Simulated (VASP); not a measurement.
Here is a VASP 6.6.1 calculation.

File INCAR:

```
SYSTEM = BaTiO3
ALGO = Normal
EDIFF = 1E-6
ENCUT = 520
GGA = PS
ISIF = 2
ISMEAR = -1
IVDW = 12
LASPH = .True.
LCHARG = .False.
LREAL = .False.
LWAVE = .False.
NBANDS = 51
NELM = 100
PREC = Accurate
SIGMA = 0.05
```

KPOINTS

```
k-points
0
Gamma
  7 7 4
  0 0 0
```

POSCAR

```
BaTiO3
1.0
   -3.9522999118      0.0020256805     -0.0020435538
   -0.0020528524      0.0020584362     -3.9528003290
    0.0040513610     -7.9049827663      0.0040982245
Ba Ti O
2 2 6
Direct
    0.0040908370     -0.0014450081      0.4979407474
    1.0041005038      0.9985526923      0.9979405848
    0.5125405664      0.5070452345      0.2437073643
    0.5125042075      0.5070964755      0.7437064275
    0.4956779213      0.9863366851      0.2521689150
    0.4956921167     -0.0136767029      0.7521760645
    0.4956719141      0.4900334573      0.5040094046
    0.4956696152      0.4900336832      1.0040073549
   -0.0079850671      0.4900216426      0.2521711324
    0.9920373852      0.4900018404      0.7521720046
```

Potentials or basis: VASP PAW PBE potentials, release 64 (Ba_sv, Ti_sv, O).

Launch:

```bash
$ cat potpaw_PBE.64/Ba_sv/POTCAR potpaw_PBE.64/Ti_sv/POTCAR potpaw_PBE.64/O/POTCAR > POTCAR
$ mpirun -np 1 vasp_std > vasp.out
```

(1) Estimate the largest force.

(2) Predict the pressure.

(3) Predict the dispersion energy per atom.

(4) Estimate the band gap on the k mesh.

Results:

(1) 0.041 eV/Å.

(2) 2.1 GPa.

(3) -0.275 eV.

(4) 2.11 eV.

Caveat: the PAW data sets were made with another functional, which shifts forces and pressure a little; spin-orbit coupling is left out, which moves the levels of the heavy elements; an odd mesh through Γ misses points on the zone boundary, where band edges can lie.
